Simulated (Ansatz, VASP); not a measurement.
**One calculation of TaN, two programs**

```xyz
2
Lattice="2.9380 0.0147 0.0147 -1.4563 2.5370 0.0054 0.0144 0.0144 2.8830" Properties=species:S:1:pos:R:3 pbc="T T T"
Ta    0.0157    1.7035    1.4500
N     0.0000    0.0000    0.0000
```

Change from the starting cell: equal xy, yz and zx shear strains of +1 %.

Alike in both runs: task single point; functional PBEsol; k mesh 12 × 12 × 10; occupations fermi-dirac, width 0.02 eV; no spin polarisation.

|  | VASP | Ansatz |
| --- | --- | --- |
| version | VASP 6.6.1 | Ansatz 0.2.0 |
| potentials or method | VASP PAW PBE potentials, release 64 (Ta_pv, N), cutoff 520 eV | all-electron LAPW, scalar-relativistic |

```tsv
	VASP	Ansatz	Ansatz less VASP
pressure (GPa)	-4.0	-4.7	-0.70
traceless stress, the component that is largest in VASP (GPa)	-2.41	-2.37	+0.035
rms of the force components (eV/Å)	0.007	0.006	-0.0009
```

VASP's potentials were made for PBE, not for PBEsol. Atom by atom the forces differ by 0.001 eV/Å (rms over components). Ansatz ran all-electron here, and VASP with PAW potentials.

Neither program's run includes spin-orbit coupling.
